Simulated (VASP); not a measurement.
# Be12Br in VASP: a series of runs, part 2 of 3

VASP 6.6.1. Earlier steps stand in the parts before.

## Step 3: Single point, PBE

INCAR reads:

```
SYSTEM = Be12Br
PREC = Accurate
ENCUT = 520
EDIFF = 1E-6
ISMEAR = 0
SIGMA = 0.15
LREAL = .FALSE.
LASPH = .TRUE.
NELM = 80
ALGO = Normal
ISIF = 2
LWAVE = .FALSE.
LCHARG = .TRUE.
GGA = PE
LELF = .TRUE.
LVHAR = .TRUE.
NBANDS = 28
```

KPOINTS reads:

```
Automatic mesh
0
G
  5 5 1
  0 0 0
```

POSCAR reads:

```
Be12Br
1.0
    4.5800000000      0.0000000000      0.0000000000
    2.2900000000      3.9663960000      0.0000000000
    0.0000000000      0.0000000000     15.5884300000
Be Br
12 1
Direct
    0.0000000000      0.0000000000      0.0641500780
    0.5000000000      0.0000000000      0.0641500780
    0.0000000000      0.5000000000      0.0641500780
    0.5000000000      0.5000000000      0.0641500780
   -0.1645684404      0.3283451778      0.1820265415
    0.3317368725      0.3318707966      0.1869851550
   -0.1683902547      0.8314918631      0.1799036850
    0.3277257723      0.8357929970      0.1819553990
   -0.0068621428     -0.0057883782      0.2905558161
    0.5036904011     -0.0171349507      0.3056978156
   -0.0180432361      0.5045746819      0.3057989162
    0.5011768439      0.5021432555      0.2999175029
    0.2924319379      0.2933234604      0.4281019320
```

Potentials or basis: VASP PAW PBE potentials, release 64 (Be, Br).

The run is started by

```
$ cat potpaw_PBE.64/Be/POTCAR potpaw_PBE.64/Br/POTCAR > POTCAR
$ mpirun -np 1 vasp_std > vasp.out
```

OUTCAR:

```text
SYSTEM = Be12Br
   PREC = Accurate
   ENCUT = 520
   EDIFF = 1E-6
   ISMEAR = 0
   LREAL = .FALSE.
   LASPH = .TRUE.
   NELM = 80
   ISIF = 2
   GGA = PE

 ion  position               nearest neighbor table
   1  0.000  0.000  0.064-   7 2.25   8 2.25   5 2.25   3 2.29   3 2.29   4 2.29   4 2.29   2 2.29
                             2 2.29
   2  0.500  0.000  0.064-   7 2.23   8 2.27   4 2.29   3 2.29   4 2.29   3 2.29   1 2.29   1 2.29
                             6 2.32
   3  0.000  0.500  0.064-   7 2.23   5 2.27   1 2.29   1 2.29   2 2.29   2 2.29   4 2.29   4 2.29
                             6 2.32
   4  0.500  0.500  0.064-   8 2.27   5 2.27   2 2.29   1 2.29   2 2.29   1 2.29   3 2.29   3 2.29
                             6 2.33
   5  0.835  0.328  0.182-   9 2.15   1 2.25   8 2.26  12 2.27   4 2.27   3 2.27   6 2.28   7 2.28
                             7 2.30   6 2.30  11 2.32   8 2.32
   6  0.332  0.332  0.187-  12 2.22   5 2.28   8 2.28   7 2.29   7 2.29   8 2.30   5 2.30  10 2.31
                            11 2.31   3 2.32   2 2.32   4 2.33
   7  0.832  0.831  0.180-   9 2.15   3 2.23   2 2.23   1 2.25   8 2.28   5 2.28   6 2.29   6 2.29
                             5 2.30   8 2.30  11 2.35  10 2.35
[... 608 lines left out ...]
  Direction    XX          YY          ZZ          XY          YZ          ZX
  --------------------------------------------------------------------------------------
  -------------------------------------------------------------------------------------
  Total       -6.9296240     -6.8383943     -0.0508802     -0.0644352      0.5084587      0.9375845
  in kB      -39.2063422    -38.6901840     -0.2878695     -0.3645605      2.8767513      5.3046541
  external PRESSURE =     -26.0614652 kB  Pullay stress =       0.0000000 kB

 VOLUME and BASIS-vectors are now :
 -----------------------------------------------------------------------------
  energy-cutoff  :      520.00
  volume of cell :      283.18
      direct lattice vectors                 reciprocal lattice vectors
     4.580000000  0.000000000  0.000000000     0.218340611 -0.126059022  0.000000000
     2.290000000  3.966396000  0.000000000     0.000000000  0.252118044  0.000000000
     0.000000000  0.000000000 15.588430000     0.000000000  0.000000000  0.064150142

 POSITION                                       TOTAL-FORCE (eV/Angst)
 -----------------------------------------------------------------------------------
      0.00000      0.00000      1.00000         0.062081      0.038947     -0.071537
      2.29000      0.00000      1.00000        -0.102433      0.263192      0.025580
      1.14500      1.98320      1.00000         0.176263     -0.219031      0.027825
      3.43500      1.98320      1.00000        -0.229645     -0.131050      0.007803
      4.57819      1.30235      2.83751        -0.017203     -0.003020     -0.010415
      2.27934      1.31633      2.91480        -0.011813     -0.004959      0.007825
      5.71289      3.29803      2.80442        -0.017236     -0.002560      0.021626
      3.41495      3.31509      2.83640        -0.004368     -0.013236     -0.001932
      6.82532      3.94344      4.52931        -0.019485     -0.017401     -0.048602
      4.55766      3.89843      4.76535        -0.029560     -0.020360     -0.006381
      5.65284      2.00134      4.76692        -0.029874     -0.016967     -0.011816
      3.44530      1.99170      4.67524        -0.028485     -0.018578      0.083432
      2.01105      1.16344      6.67344         0.251757      0.145023     -0.023408
 -----------------------------------------------------------------------------------
    total drift:                                0.000009      0.000012      0.000047

  FREE ENERGIE OF THE ION-ELECTRON SYSTEM (eV)
  ---------------------------------------------------
  free  energy   TOTEN  =       -44.1125136816 eV

  energy  without entropy=      -44.0938789466  energy(sigma->0) =      -44.10319631
```

Wall time 2.8 min (1 thread of Intel Xeon Platinum 8488C (Sapphire Rapids), shared host); peak memory 0.4 GiB.

What came out:

| Property | Result |
| --- | --- |
| Free energy | -44.1125 eV |
| Largest force | 0.291 eV/Å |
| Band gap on the k mesh | zero (an odd number of electrons rules out a gap without spin polarisation) |

Forces in eV/Å, atoms in the order of the input:
```
Be   0.062  0.039 -0.072
Be  -0.102  0.263  0.026
Be   0.176 -0.219  0.028
Be  -0.230 -0.131  0.008
Be  -0.017 -0.003 -0.010
Be  -0.012 -0.005  0.008
Be  -0.017 -0.003  0.022
Be  -0.004 -0.013 -0.002
Be  -0.019 -0.017 -0.049
Be  -0.030 -0.020 -0.006
Be  -0.030 -0.017 -0.012
Be  -0.028 -0.019  0.083
Br   0.252  0.145 -0.023
```

Levels at points of the mesh, in eV from the Fermi level:
```csv
k point,band 12,band 13,band 14,band 15,band 16,band 17,band 18,band 19,band 20,band 21
"(0.00, 0.00, 0.00)",-2.09,-1.86,-1.79,-1.79,-1.68,-0.01,2.62,2.67,2.74,3.70
```

Caveat: there is no dipole correction, which matters where the two faces differ; an odd number of electrons without spin polarisation forces a metal; a magnetic or distorted state may lie lower.

## Step 4: Single point, PBE

INCAR reads:

```
PREC = Accurate
ENCUT = 520
EDIFF = 1E-6
ISMEAR = 0
SIGMA = 0.15
LREAL = F
LASPH = T
NELM = 100
ALGO = Normal
ISIF = 2
LWAVE = F
LCHARG = T
GGA = PE
LELF = T
LVHAR = T
NBANDS = 28
```

KPOINTS reads:

```
Automatic mesh
0
Gamma
  5 5 1
```

POSCAR reads:

```
Be12Br
1.0
    4.5800000000      0.0000000000      0.0000000000
    2.2900000000      3.9663960000      0.0000000000
    0.0000000000      0.0000000000     15.5884300000
Be Br
12 1
Direct
    0.0000000000      0.0000000000      0.0641500780
    0.5000000000      0.0000000000      0.0641500780
    0.0000000000      0.5000000000      0.0641500780
    0.5000000000      0.5000000000      0.0641500780
   -0.1605404930      0.3284364446      0.1818109329
    0.3393869695      0.3316085938      0.1871063346
   -0.1602448733      0.8346914932      0.1817928425
    0.3393391568      0.8314618611      0.1803047517
    0.0154836584     -0.0053345657      0.2898403495
    0.5185461226     -0.0180498871      0.3053137487
    0.0008205196      0.5019410568      0.3021700069
    0.5187999226      0.5044307225      0.3053224090
    0.3912365381      0.3088299807      0.4267969257
```

Potentials or basis: VASP PAW PBE potentials, release 64 (Be, Br).

The run is started by

```
$ cat potpaw_PBE.64/Be/POTCAR potpaw_PBE.64/Br/POTCAR > POTCAR
$ mpirun -np 1 vasp_std > vasp.out
```

OUTCAR:

```text
PREC = Accurate
   ENCUT = 520
   EDIFF = 1E-6
   ISMEAR = 0
   LREAL = F
   LASPH = T
   NELM = 100
   ISIF = 2
   GGA = PE

 ion  position               nearest neighbor table
   1  0.000  0.000  0.064-   7 2.24   5 2.25   8 2.26   3 2.29   3 2.29   4 2.29   4 2.29   2 2.29
                             2 2.29
   2  0.500  0.000  0.064-   8 2.23   7 2.28   4 2.29   3 2.29   4 2.29   3 2.29   1 2.29   1 2.29
                             6 2.32
   3  0.000  0.500  0.064-   5 2.26   7 2.26   1 2.29   1 2.29   2 2.29   2 2.29   4 2.29   4 2.29
                             6 2.34
   4  0.500  0.500  0.064-   8 2.24   5 2.28   2 2.29   1 2.29   2 2.29   1 2.29   3 2.29   3 2.29
                             6 2.32
   5  0.839  0.328  0.182-   9 2.14   1 2.25   3 2.26   7 2.26   4 2.28   8 2.28   6 2.28   8 2.30
                             6 2.30  11 2.30  12 2.31   7 2.32
   6  0.339  0.332  0.187-  11 2.24   5 2.28   7 2.29   8 2.29   8 2.29   7 2.30   5 2.30  10 2.31
                            12 2.31   4 2.32   2 2.32   3 2.34
[... 605 lines left out ...]
 [bands above 27 left out]

------------------------ aborting loop because EDIFF is reached ----------------------------------------

  FORCE on cell =-STRESS in cart. coord.  units (eV):
  Direction    XX          YY          ZZ          XY          YZ          ZX
  --------------------------------------------------------------------------------------
  -------------------------------------------------------------------------------------
  Total       -6.9291270     -6.8336040     -0.0563387      0.0879873      0.4456868     -1.1897972
  in kB      -39.2035305    -38.6630813     -0.3187523      0.4978134      2.5216013     -6.7316203
  external PRESSURE =     -26.0617880 kB  Pullay stress =       0.0000000 kB

 VOLUME and BASIS-vectors are now :
 -----------------------------------------------------------------------------
  energy-cutoff  :      520.00
  volume of cell :      283.18
      direct lattice vectors                 reciprocal lattice vectors
     4.580000000  0.000000000  0.000000000     0.218340611 -0.126059022  0.000000000
     2.290000000  3.966396000  0.000000000     0.000000000  0.252118044  0.000000000
     0.000000000  0.000000000 15.588430000     0.000000000  0.000000000  0.064150142

 POSITION                                       TOTAL-FORCE (eV/Angst)
 -----------------------------------------------------------------------------------
      0.00000      0.00000      1.00000        -0.015421      0.019084     -0.072092
      2.29000      0.00000      1.00000         0.110211      0.270539      0.020518
      1.14500      1.98320      1.00000         0.267980     -0.136841      0.006288
      3.43500      1.98320      1.00000        -0.172107     -0.207325      0.031462
      4.59684      1.30271      2.83415         0.012053      0.002514     -0.006397
      2.31378      1.31529      2.91669        -0.000725     -0.002876      0.008973
      5.75752      3.31072      2.83386         0.001178     -0.014059      0.005021
      3.45822      3.29791      2.81067         0.000287     -0.002475      0.011021
      2.34870      3.94524      4.51816        -0.004048     -0.003597     -0.022702
      4.62361      3.89480      4.75936         0.015507     -0.008607     -0.010500
      1.15320      1.99090      4.71036         0.011866     -0.011625      0.072397
      3.53125      2.00077      4.75950         0.010292     -0.013977     -0.013896
      2.49908      1.22494      6.65309        -0.237074      0.109247     -0.030093
 -----------------------------------------------------------------------------------
    total drift:                               -0.000048      0.000001     -0.000198

  FREE ENERGIE OF THE ION-ELECTRON SYSTEM (eV)
  ---------------------------------------------------
  free  energy   TOTEN  =       -44.1443100408 eV

  energy  without entropy=      -44.1276086653  energy(sigma->0) =      -44.13595935
```

stdout:

```text
POSCAR found type information on POSCAR BeBr
 POSCAR found :  2 types and      13 ions
 scaLAPACK will be used
 LDA part: xc-table for (Slater+PW92), standard interpolation
 POSCAR, INCAR and KPOINTS ok, starting setup
 FFT: planning ... GRIDC
 FFT: planning ... GRID_SOFT
 FFT: planning ... GRID
 WAVECAR not read
 entering main loop
```

Run time: 3 min. Hardware: 1 thread of Intel Xeon Platinum 8488C (Sapphire Rapids), shared host; peak memory 0.39 GiB.

What came out:

- Free energy: -44.1443 eV
- Largest force: 0.301 eV/Å
- Band gap on the k mesh: zero (an odd number of electrons rules out a gap without spin polarisation)

Forces on the atoms (eV/Å):
```
Be  -0.015  0.019 -0.072
Be   0.110  0.271  0.021
Be   0.268 -0.137  0.006
Be  -0.172 -0.207  0.031
Be   0.012  0.003 -0.006
Be  -0.001 -0.003  0.009
Be   0.001 -0.014  0.005
Be   0.000 -0.002  0.011
Be  -0.004 -0.004 -0.023
Be   0.016 -0.009 -0.011
Be   0.012 -0.012  0.072
Be   0.010 -0.014 -0.014
Br  -0.237  0.109 -0.030
```

Caveat: there is no dipole correction, which matters where the two faces differ; an odd number of electrons without spin polarisation forces a metal; a magnetic or distorted state may lie lower.

(Continued in part 3 of 3.)
